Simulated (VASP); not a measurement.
# Pt (Fd-3m) in VASP: a series of runs

Pt is run at these levels: PBE; tasks: single point, relaxation of cell and atoms.

All numbers are computed with VASP 6.6.1; they aren't measurements. Logs are shortened: lines on timing, memory, paths and dates and some standing lists are left out, and cuts for length are marked.

**1. The cell of the first run**

Symmetry: Fd-3m, No. 227, cubic system. The conventional cell has a = 5.779 Å, b = 5.779 Å, c = 5.779 Å, α = 90.00°, β = 90.00°, γ = 90.00°. Within 3.3 Å of Pt (site symmetry -43m) lie 4 Pt at 2.50 Å.

This isn't the form of Pt at room conditions, which is fcc.

**2. Single point, PBE**

The input, INCAR:

```
SYSTEM = Pt
PREC     = Accurate       ! precision mode
ENCUT    = 500            ! plane-wave cutoff, eV
EDIFF    = 1E-6           ! SCF threshold, eV
ISMEAR   = 0              ! smearing method
SIGMA    = 0.1            ! smearing width, eV
LREAL    = .False.        ! projectors in reciprocal space
LASPH    = .True.         ! aspherical terms in the spheres
NELM     = 120            ! most SCF steps
ALGO     = Normal         ! electronic algorithm
ISIF     = 2              ! what is computed and relaxed
LWAVE    = .False.        ! write WAVECAR
LCHARG   = .False.        ! write CHGCAR
GGA      = PE             ! functional
NBANDS   = 17             ! bands
GGA_COMPAT= .False.
```

The input, KPOINTS:

```
regular mesh
0
Gamma
  6 6 6
  0 0 0
```

The input, POSCAR:

```
Pt
1.0
    0.0000000000      2.8893586611      2.8893586611
    2.8893586611      0.0000000000      2.8893586611
    2.8893586611      2.8893586611      0.0000000000
Pt
2
Direct
    0.5000000000      0.5000000000      0.5000000000
    0.7500000000      0.7500000000      0.7500000000
```

Potentials or basis: VASP PAW PBE potentials, release 64 (Pt).

The run is started by

```console
cat potpaw_PBE.64/Pt/POTCAR > POTCAR
mpirun -np 1 vasp_std > vasp.out
```

OUTCAR:

```text
SYSTEM = Pt
   PREC = Accurate
   ENCUT = 500
   EDIFF = 1E-6
   ISMEAR = 0
   LREAL = .False.
   LASPH = .True.
   NELM = 120
   ISIF = 2
   GGA = PE

 ion  position               nearest neighbor table
   1  0.500  0.500  0.500-   2 2.50   2 2.50   2 2.50   2 2.50
   2  0.750  0.750  0.750-   1 2.50   1 2.50   1 2.50   1 2.50

  LATTYP: Found a face centered cubic cell.
 ALAT       =     5.7787173222

  Lattice vectors:

 A1 = (   0.0000000000,   2.8893586611,   2.8893586611)
 A2 = (   2.8893586611,   0.0000000000,   2.8893586611)
 A3 = (   2.8893586611,   2.8893586611,   0.0000000000)

Analysis of symmetry for initial positions (statically):
=====================================================================
 Subroutine PRICEL returns:
 Original cell was already a primitive cell.

 Routine SETGRP: Setting up the symmetry group for a
 face centered cubic supercell.

 Subroutine GETGRP returns: Found 48 space group operations
 (whereof 24 operations were pure point group operations)
 out of a pool of 48 trial point group operations.

The static configuration has the point symmetry T_d .
 The point group associated with its full space group is O_h .

Analysis of symmetry for dynamics (positions and initial velocities):
=====================================================================
 Subroutine PRICEL returns:
 Original cell was already a primitive cell.

 Routine SETGRP: Setting up the symmetry group for a
 face centered cubic supercell.

 Subroutine GETGRP returns: Found 48 space group operations
 (whereof 24 operations were pure point group operations)
 out of a pool of 48 trial point group operations.

The dynamic configuration has the point symmetry T_d .
 The point group associated with its full space group is O_h .

 Subroutine INISYM returns: Found 48 space group operations
 (whereof 24 operations are pure point group operations),
 and found     1 'primitive' translations

----------------------------------------------------------------------------------------

                                     Primitive cell

  volume of cell :      48.2430

  direct lattice vectors                    reciprocal lattice vectors
     0.000000000  2.889358661  2.889358661    -0.173048783  0.173048783  0.173048783
     2.889358661  0.000000000  2.889358661     0.173048783 -0.173048783  0.173048783
     2.889358661  2.889358661  0.000000000     0.173048783  0.173048783 -0.173048783

  length of vectors
     4.086170205  4.086170205  4.086170205     0.299729284  0.299729284  0.299729284

  position of ions in fractional coordinates (direct lattice)
     0.500000000  0.500000000  0.500000000
     0.750000000  0.750000000  0.750000000

  ion indices of the primitive-cell ions
   primitive index   ion index
                 1           1
                 2           2

----------------------------------------------------------------------------------------

 KPOINTS: regular mesh

Automatic generation of k-mesh.
 Grid dimensions read from file:
 generate k-points for:    6    6    6

 Generating k-lattice:

  Cartesian coordinates                     Fractional coordinates (reciprocal lattice)
    -0.028841464  0.028841464  0.028841464     0.166666667  0.000000000  0.000000000
     0.028841464 -0.028841464  0.028841464     0.000000000  0.166666667  0.000000000
     0.028841464  0.028841464 -0.028841464     0.000000000  0.000000000  0.166666667

  Length of vectors
     0.049954881  0.049954881  0.049954881

  Shift w.r.t. Gamma in fractional coordinates (k-lattice)
     0.000000000  0.000000000  0.000000000

 Subroutine IBZKPT returns following result:
 ===========================================

 Found     16 irreducible k-points:

 Following reciprocal coordinates:
            Coordinates               Weight
  0.000000  0.000000  0.000000      1.000000
  0.166667  0.000000  0.000000      8.000000
  0.333333  0.000000  0.000000      8.000000
  0.500000  0.000000  0.000000      4.000000
  0.166667  0.166667  0.000000      6.000000
  0.333333  0.166667  0.000000     24.000000
[... 8 lines left out ...]
 -0.333333  0.333333  0.166667     24.000000
 -0.333333  0.500000  0.166667     12.000000
   k-points           NKPTS =     16   k-points in BZ     NKDIM =     16   number of bands    NBANDS=     17
   number of dos      NEDOS =    301   number of ions     NIONS =      2
   total plane-waves  NPLWV =  27000
   dimension x,y,z NGX =    30 NGY =   30 NGZ =   30
   dimension x,y,z NGXF=    60 NGYF=   60 NGZF=   60
   ions per type =               2
   NGX,Y,Z   is equivalent  to a cutoff of  12.21, 12.21, 12.21 a.u.
   NGXF,Y,Z  is equivalent  to a cutoff of  24.41, 24.41, 24.41 a.u.
 SYSTEM =  Pt
   PREC   = accura    normal or accurate (medium, high low for compatibility)
   ISTART =      0    job   : 0-new  1-cont  2-samecut
   ICHARG =      2    charge: 1-file 2-atom 10-const
   ISPIN  =      1    spin polarized calculation?
   LNONCOLLINEAR =      F non collinear calculations
   LSORBIT =      F    spin-orbit coupling
   LASPH  =      T    aspherical Exc in radial PAW
   ENCUT  =  500.0 eV  36.75 Ry    6.06 a.u.   7.45  7.45  7.45*2*pi/ulx,y,z
   NELM   =    120;   NELMIN=  2; NELMDL= -5     # of ELM steps
   EDIFF  = 0.1E-05   stopping-criterion for ELM
   LREAL  =      F    real-space projection
   EDIFFG = 0.1E-04   stopping-criterion for IOM
   NSW    =      0    number of steps for IOM
   IBRION =     -1    ionic relax: 0-MD 1-quasi-New 2-CG
   NFREE  =      0    steps in history (QN), initial steepest desc. (CG)
   ISIF   =      2    stress and relaxation
   ISYM   =      2    0-nonsym 1-usesym 2-fastsym
   POTIM  = 0.5000    time-step for ionic-motion
   TEBEG  =    0.0;   TEEND  =   0.0 temperature during run
   PSTRESS=    0.0 pullay stress
   NELECT =      20.0000    total number of electrons
   NUPDOWN=      -1.0000    fix difference up-down
   EMIN   =  10.00;   EMAX   =-10.00  energy-range for DOS
   EFERMI =   0.00;   METHOD = LEGACY
   ISMEAR =     0;   SIGMA  =   0.10  broadening in eV -4-tet -1-fermi 0-gaus
   EFERMI_NEDOS =   21; number of points for ismear=-14 and -15
   IALGO  =     38    algorithm
   IMIX   =      4    mixing-type and parameters
     AMIX     =   0.40;   BMIX     =  1.00
     AMIX_MAG =   1.60;   BMIX_MAG =  1.00
  volume/ion in A,a.u.               =      24.12       162.78
  Fermi-wavevector in a.u.,A,eV,Ry     =   1.220694  2.306777 20.273948  1.490093
  Thomas-Fermi vector in A             =   2.355902
   LORBIT       =      0    0 simple, 1 ext, 2 COOP (PROOUT), +10 PAW based schemes
   GGA     = PE    functional components
   LHFCALC =     F    Hartree Fock is set to
   AEXX    =    0.0000 exact exchange contribution
   IVDW    =     0    specifies the selected vdW correction
   LEPSILON=     F    determine dielectric tensor
   LRPA    =     F    only Hartree local field effects (RPA)
 non-spin polarized calculation
 Gauss-broadening in eV      SIGMA  =   0.10
  energy-cutoff  :      500.00
  volume of cell :       48.24
 maximum number of plane-waves:      1243
 NGX is ok and might be reduce to    30
   NGX = 15   NGY = 15   NGZ = 15

 number of electron      19.9999998 magnetization

 Free energy of the ion-electron system (eV)
  ---------------------------------------------------
  ext. energy  EPLUGINS =         0.00000000
  ---------------------------------------------------
  free energy    TOTEN  =       -10.06220264 eV

  energy without entropy =      -10.02450469  energy(sigma->0) =      -10.04335366

 E-fermi :   5.0328     XC(G=0): -10.4148

 val. band max:        5.0162962143   @ k =  -0.3333   0.3333   0.0000
 cond. band min:       5.0492271243   @ k =  -0.3333   0.3333   0.1667
 fundamental gap:      0.0329309100
 Fermi energy:         5.0327926359

 k-point     1 :       0.0000    0.0000    0.0000
  band No.  band energies     occupation
      1      -1.9407      2.00000
      2       0.6119      2.00000
      3       0.6119      2.00000
      4       0.7608      2.00000
      5       0.7608      2.00000
      6       0.7608      2.00000
[... 9 lines left out ...]
     16      16.5256      0.00000
     17      17.4499      0.00000

 k-point     2 :       0.1667    0.0000    0.0000
  band No.  band energies     occupation
      1      -1.5466      2.00000
      2       0.4150      2.00000
      3       0.4150      2.00000
      4       0.7256      2.00000
      5       1.0720      2.00000
      6       1.0720      2.00000
[... 9 lines left out ...]
     16      17.0286      0.00000
     17      17.7393      0.00000

 k-point     3 :       0.3333    0.0000    0.0000
  band No.  band energies     occupation
      1      -0.6451      2.00000
      2       0.4391      2.00000
      3       0.4391      2.00000
      4       0.6552      2.00000
      5       1.1347      2.00000
      6       1.1347      2.00000
[... 9 lines left out ...]
     16      16.6147      0.00000
     17      18.1417      0.00000

 k-point     4 :       0.5000    0.0000    0.0000
  band No.  band energies     occupation
      1      -0.1466      2.00000
      2       0.5847      2.00000
      3       0.6095      2.00000
      4       0.6095      2.00000
      5       0.9351      2.00000
      6       0.9351      2.00000
[... 9 lines left out ...]
     16      16.2657      0.00000
     17      18.1054      0.00000

 k-point     5 :       0.1667    0.1667    0.0000
  band No.  band energies     occupation
      1      -1.4029      2.00000
      2       0.1450      2.00000
      3       0.7395      2.00000
      4       0.7395      2.00000
      5       0.8617      2.00000
      6       1.3405      2.00000
[... 9 lines left out ...]
     16      15.4249      0.00000
     17      19.0343      0.00000

 k-point     6 :       0.3333    0.1667    0.0000
  band No.  band energies     occupation
      1      -0.6221      2.00000
      2       0.0673      2.00000
      3       0.6342      2.00000
      4       0.6746      2.00000
      5       1.1157      2.00000
      6       1.5614      2.00000
[... 9 lines left out ...]
     16      16.6202      0.00000
     17      19.0933      0.00000

 k-point     7 :       0.5000    0.1667    0.0000
  band No.  band energies     occupation
      1       0.0507      2.00000
      2       0.1666      2.00000
      3       0.5523      2.00000
      4       0.5751      2.00000
      5       1.2830      2.00000
      6       1.3167      2.00000
[... 9 lines left out ...]
     16      18.0768      0.00000
     17      19.4532      0.00000

 k-point     8 :      -0.3333    0.1667    0.0000
  band No.  band energies     occupation
      1      -0.1460      2.00000
      2       0.2944      2.00000
      3       0.3446      2.00000
      4       0.7927      2.00000
      5       0.9429      2.00000
      6       1.5767      2.00000
[... 9 lines left out ...]
     16      17.4164      0.00000
     17      18.8919      0.00000
[... 43 lines left out ...]
      1      -0.0179      2.00000
      2       0.3669      2.00000
      3       0.5447      2.00000
      4       0.5835      2.00000
      5       1.5118      2.00000
      6       1.9531      2.00000
[... 9 lines left out ...]
     16      16.1421      0.00000
     17      21.1436      0.00000

 k-point    12 :      -0.3333    0.3333    0.0000
  band No.  band energies     occupation
      1      -0.0276      2.00000
      2       0.4000      2.00000
      3       0.5155      2.00000
      4       0.5531      2.00000
      5       1.2746      2.00000
      6       2.1388      2.00000
[... 9 lines left out ...]
     16      19.2821      0.00000
     17      19.9734      0.00000

 k-point    13 :       0.5000    0.5000    0.0000
  band No.  band energies     occupation
      1       0.1685      2.00000
      2       0.1685      2.00000
      3       0.6239      2.00000
      4       0.6239      2.00000
      5       1.7043      2.00000
      6       1.7043      2.00000
[... 9 lines left out ...]
     16      14.3446      0.00000
     17      24.1912      0.00000

 k-point    14 :       0.5000    0.3333    0.1667
  band No.  band energies     occupation
      1       0.0589      2.00000
      2       0.0760      2.00000
      3       0.3330      2.00000
      4       0.7589      2.00000
      5       1.3298      2.00000
      6       1.8952      2.00000
[... 9 lines left out ...]
     16      16.7032      0.00000
     17      18.4609      0.00000

 k-point    15 :      -0.3333    0.3333    0.1667
  band No.  band energies     occupation
      1       0.0549      2.00000
      2       0.1680      2.00000
      3       0.4938      2.00000
      4       0.7208      2.00000
      5       1.5281      2.00000
      6       1.7736      2.00000
[... 9 lines left out ...]
     16      17.8232      0.00000
     17      19.5154      0.00000

 k-point    16 :      -0.3333    0.5000    0.1667
  band No.  band energies     occupation
      1       0.0716      2.00000
      2       0.0716      2.00000
      3       0.6919      2.00000
      4       0.6919      2.00000
      5       1.9141      2.00000
      6       1.9141      2.00000
[... 9 lines left out ...]
     16      16.2765      0.00000
     17      20.4268      0.00000

------------------------ aborting loop because EDIFF is reached ----------------------------------------

  FORCE on cell =-STRESS in cart. coord.  units (eV):
  Direction    XX          YY          ZZ          XY          YZ          ZX
  --------------------------------------------------------------------------------------
  -------------------------------------------------------------------------------------
  Total       -0.0898417     -0.0898417     -0.0898417     -0.0000000      0.0000000      0.0000000
  in kB       -2.9836929     -2.9836929     -2.9836929     -0.0000000      0.0000000      0.0000000
  external PRESSURE =      -2.9836929 kB  Pullay stress =       0.0000000 kB

 VOLUME and BASIS-vectors are now :
 -----------------------------------------------------------------------------
  energy-cutoff  :      500.00
  volume of cell :       48.24
      direct lattice vectors                 reciprocal lattice vectors
     0.000000000  2.889358661  2.889358661    -0.173048783  0.173048783  0.173048783
     2.889358661  0.000000000  2.889358661     0.173048783 -0.173048783  0.173048783
     2.889358661  2.889358661  0.000000000     0.173048783  0.173048783 -0.173048783

 POSITION                                       TOTAL-FORCE (eV/Angst)
 -----------------------------------------------------------------------------------
      2.88936      2.88936      2.88936        -0.000000     -0.000000     -0.000000
      4.33404      4.33404      4.33404         0.000000      0.000000      0.000000
 -----------------------------------------------------------------------------------
    total drift:                                0.000000     -0.000000     -0.000000

  FREE ENERGIE OF THE ION-ELECTRON SYSTEM (eV)
  ---------------------------------------------------
  free  energy   TOTEN  =       -10.0622026384 eV

  energy  without entropy=      -10.0245046871  energy(sigma->0) =      -10.04335366
```

It took 7 s on 1 thread of Intel Xeon Platinum 8488C (Sapphire Rapids), shared host; peak memory 0.16 GiB.

Results:

| Quantity | Value |
| --- | --- |
| Free energy | -10.0622 eV |
| Pressure | -0.3 GPa |
| Band gap on the k mesh | zero (bands 10 and 11 overlap by 0.49 eV) |

Caveat: spin-orbit coupling is left out, which moves the levels of the heavy elements.

**3. Relaxation of cell and atoms, PBE**

This run uses another cell than the first one, of 18.07 Å³/atom.

The input, INCAR:

```
SYSTEM = Pt
PREC = Accurate
ENCUT = 500
EDIFF = 1E-7
ISMEAR = 0
SIGMA = 0.1
LREAL = .FALSE.
LASPH = .TRUE.
NELM = 120
ALGO = Normal
ISIF = 3
LWAVE = .FALSE.
LCHARG = .FALSE.
GGA = PE
IBRION = 2
NSW = 90
EDIFFG = -0.04
GGA_COMPAT = .FALSE.
NELMIN = 4
```

The input, KPOINTS:

```
Automatic mesh
0
G
  6 6 6
  0 0 0
```

The input, POSCAR:

```
Pt
1.0
    0.0000000000      2.6240086575      2.6240086575
    2.6240086575      0.0000000000      2.6240086575
    2.6240086575      2.6240086575      0.0000000000
Pt
2
Direct
    0.5000000000      0.5000000000      0.5000000000
    0.7500000000      0.7500000000      0.7500000000
```

Potentials or basis: VASP PAW PBE potentials, release 64 (Pt).

The run is started by

```console
cat potpaw_PBE.64/Pt/POTCAR > POTCAR
mpirun -np 1 vasp_std > vasp.out
```

It took 33 s on 1 thread of Intel Xeon Platinum 8488C (Sapphire Rapids), shared host; peak memory 0.16 GiB.

It converged, with:

| Item | Value |
| --- | --- |
| Free energy | -10.0598 eV |
| Relaxed volume | 24.08 Å³/atom |
| Relaxed cell | a = 4.084 Å, b = 4.084 Å, c = 4.084 Å, α = 60.00°, β = 60.00°, γ = 60.00° |
| Space group after relaxing (to 0.1 Å) | Fd-3m (No. 227) |
| Pressure after relaxing | -0.1 GPa |
| Band gap on the k mesh | zero (bands 10 and 11 overlap by 0.50 eV) |

Final structure:
```
Pt
1.0
     0.00000    2.88790    2.88790
     2.88790    0.00000    2.88790
     2.88790    2.88790    0.00000
Pt
2
Cartesian
  2.8879 2.8879 2.8879
  4.3318 4.3318 4.3318
```

Levels at points of the mesh, in eV from the Fermi level:
| k point | band 6 | band 7 | band 8 | band 9 | band 10 | band 11 | band 12 | band 13 | band 14 |
| --- | --- | --- | --- | --- | --- | --- | --- | --- | --- |
| (0.00, 0.00, 0.00) | -4.28 | -1.84 | -1.84 | -1.84 | -0.10 | -0.10 | 10.40 | 10.55 | 11.51 |
| (0.50, 0.00, 0.00) | -4.11 | -1.36 | -1.36 | -1.30 | -0.42 | -0.42 | 0.72 | 7.91 | 7.91 |
| (0.50, 0.50, 0.00) | -3.34 | -2.44 | -2.44 | -0.17 | -0.17 | 1.26 | 1.26 | 3.88 | 3.88 |

Caveat: the volume moved by over 15 % at a fixed basis, so the end points are rough; spin-orbit coupling is left out, which moves the levels of the heavy elements.
